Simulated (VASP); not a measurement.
Co, 2 atoms in the cell. The structure is hexagonal, space group P6_3/mmc (No. 194). The conventional cell has a = 2.422 Å, b = 2.422 Å, c = 3.931 Å, α = 90.00°, β = 90.00°, γ = 120.00°. Within 3.2 Å of Co (site symmetry -6m2) lie 12 Co at 2.41 to 2.42 Å. 

* Program: VASP 6.6.1
* Task: single point
* Functional: LDA
* Potentials or basis: VASP PAW LDA potentials, release 64 (Co_sv)
* Cutoff: 690 eV
* k mesh: 12 × 12 × 6
* Occupations: fermi-dirac, width 0.1 eV
* Spin: collinear spin, ferromagnetic start
* Starting moments: [2.5, 2.5] μB
* Dipole correction: no
* Further INCAR settings: ALGO = Normal; EDIFF = 1e-06; NBANDS = 28

Potentials or basis: VASP PAW LDA potentials, release 64 (Co_sv).

Command:

```sh
$ cat potpaw_LDA.64/Co_sv/POTCAR > POTCAR
$ mpirun -np 1 vasp_std > vasp.out
```

Hardware: 1 thread of AMD EPYC 7R13 Processor (Zen 3), with other jobs on the host.

Problem. How long does it take, and how much memory?

Solution. Wall time 110 s on 1 thread of AMD EPYC 7R13 Processor (Zen 3), with other jobs on the host, peak memory 0.17 GiB. Counts: scf iterations 13, k points 76.
